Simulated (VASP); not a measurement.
Runs of VASP 6.6.1 on BaS. The structure is that of space group P6_3/mmc (No. 194), or close to it. The cells are those of the table. 

```csv
task,level,potentials or basis,cell,cutoff (eV),smearing,gap on the mesh (eV),pressure (GPa),relaxed volume (Å³/atom)
single point,PBEsol,"VASP PAW PBE potentials, release 64 (Ba_sv, S)","a = 4.376, b = 4.376, c = 7.685 Å, angles 90.0, 90.0, 120.0°, 4 atoms",520,fermi-dirac 0.02 eV,(a),0.8,-
single point,r2SCAN,"VASP PAW PBE potentials, release 64 (Ba_sv, S)","a = 4.442, b = 4.442, c = 7.789 Å, angles 90.0, 90.0, 120.0°, 4 atoms",520,gaussian 0.01 eV,2.71,0.6,-
relaxation of cell and atoms,PBEsol,"VASP PAW PBE potentials, release 64 (Ba_sv, S)","relaxed from a = 4.446, b = 4.446, c = 7.804 Å, angles 90.0, 90.0, 120.0°, 4 atoms",600,fermi-dirac 0.02 eV,2.17,0.0,32.41
single point,r2SCAN,"VASP PAW PBE potentials, release 64 (Ba_sv, S)","a = 4.442, b = 4.442, c = 7.789 Å, angles 90.0, 90.0, 120.0°, 4 atoms",520,fermi-dirac 0.02 eV,2.71,0.6,-
single point,PBE,"VASP PAW PBE potentials, release 64 (Ba_sv, S)","a = 4.446, b = 4.446, c = 7.804 Å, angles 90.0, 90.0, 120.0°, 4 atoms",520,fermi-dirac 0.02 eV,2.32,0.6,-
single point,PBE,"VASP PAW PBE potentials, release 64 (Ba_sv, S)","a = 4.442, b = 4.442, c = 7.789 Å, angles 90.0, 90.0, 120.0°, 4 atoms",520,fermi-dirac 0.02 eV,2.32,0.8,-
single point,LDA,"VASP PAW LDA potentials, release 64 (Ba_sv, S)","a = 4.334, b = 4.334, c = 7.604 Å, angles 90.0, 90.0, 120.0°, 4 atoms",520,fermi-dirac 0.02 eV,2.03,(b),-
relaxation of cell and atoms,LDA,"VASP PAW LDA potentials, release 64 (Ba_sv, S)","relaxed from a = 4.446, b = 4.446, c = 7.804 Å, angles 90.0, 90.0, 120.0°, 4 atoms",600,fermi-dirac 0.02 eV,2.05,0.0,31.47
```

Alike in all rows: no spin polarisation; k mesh 6 × 6 × 4.

Task: Fill in the values left out.

Result: (a) 2.15; (b) 0.9.

Caveats: spin-orbit coupling is left out, which moves the levels of the heavy elements; the PAW data sets were made with another functional, which shifts forces and pressure a little (some runs).

A k mesh can miss the band edges, and the runs leave out spin-orbit coupling on Ba.
